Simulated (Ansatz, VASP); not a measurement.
**Two plane-wave programs on ZnSe**

```xyz
2
Lattice="0.0000 2.8338 2.8338 2.8338 0.0000 2.8338 2.8338 2.8338 0.0000" Properties=species:S:1:pos:R:3 pbc="T T T"
Se    4.2507    4.2507    4.2507
Zn    0.0000    0.0000    0.0000
```

Alike in both runs: task relaxation of cell and atoms; functional BLYP; k mesh 8 × 8 × 8; occupations fermi-dirac, width 0.05 eV; no spin polarisation.

|  | VASP | Ansatz |
| --- | --- | --- |
| version | VASP 6.6.1 | Ansatz 0.2.0 |
| potentials or method | VASP PAW PBE potentials, release 64 (Se, Zn) | Ansatz PAW |
| plane-wave cutoff (eV) | 600 | 420 |
| valence electrons in the cell | 18 | 28 |

Ansatz gave:

* relaxed volume (Å³/atom): 24.94
* relaxed cell length with the largest relative difference (Å): 4.132

Task: What did VASP give for the same quantities?

Result: Relaxed volume (Å³/atom): 25.03; relaxed cell length with the largest relative difference (Å): 4.137.

VASP's potentials were made for PBE, not for BLYP. VASP's potentials hold 18 valence electrons a cell and Ansatz's 28, so a difference there can come from the potentials and not from the codes.

Noted on Ansatz's run: the plane-wave basis is chosen anew once the cell has moved, so the energies of steps on either side of that aren't comparable.
